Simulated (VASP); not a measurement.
Write the native input for VASP 6.6.1 that does the following.

```
Task                   : single point
Functional             : LDA
Potentials or basis    : VASP PAW LDA potentials, release 64 (K_sv, Na_pv, I, Cl)
Cutoff                 : 520 eV
k mesh                 : 6 × 6 × 4
Occupations            : gaussian, width 0.05 eV
Spin                   : no spin polarisation
Dipole correction      : no
Further INCAR settings : ALGO = Normal; EDIFF = 1e-06; NBANDS = 23
```

The structure of KNaICl lies in POSCAR:

```
KNaICl
1.0
    3.7659184007      0.0000000000      0.0000000000
    0.0000000000      4.7164169358      0.0000000000
    0.0000000000      0.0000000000      6.7379525890
K Na I Cl
1 1 1 1
Direct
    0.5000000000      0.5000000000      0.5000000000
    0.0000000000      0.0000000000      0.0000000000
    0.5000000000      0.5000000000      0.0000000000
    0.0000000000      0.0000000000      0.5000000000
```

This cell differs from its parent crystal: strain +e along x and -e along y -0.1100, strain +e along z and -e/2 along x and y +0.0367.

These files were run (other wordings do the same):

INCAR

```
PREC = Accurate
ENCUT = 520
EDIFF = 1E-6
ISMEAR = 0
SIGMA = 0.05
LREAL = F
LASPH = T
NELM = 100
ALGO = Normal
ISIF = 2
LWAVE = F
LCHARG = F
NBANDS = 23
```

KPOINTS

```
regular mesh
0
Gamma
  6 6 4
```

Potentials or basis: VASP PAW LDA potentials, release 64 (K_sv, Na_pv, I, Cl).

Command:

```console
$ cat potpaw_LDA.64/K_sv/POTCAR potpaw_LDA.64/Na_pv/POTCAR potpaw_LDA.64/I/POTCAR potpaw_LDA.64/Cl/POTCAR > POTCAR
$ mpirun -np 1 vasp_std > vasp.out
```

Results of the run:

| Quantity | Value |
| --- | --- |
| Pressure | 0.6 GPa |
| Band gap on the k mesh | 2.81 eV, indirect (least direct gap 2.82 eV) |

Caveat: the cell differs from its parent crystal (strain +e along x and -e along y -0.1100, strain +e along z and -e/2 along x and y +0.0367); spin-orbit coupling is left out, which moves the levels of the heavy elements.

Run time: 80 s on 1 thread of Intel(R) Xeon(R) Platinum 8488C (Sapphire Rapids), on a shared host, peak memory 0.27 GiB.
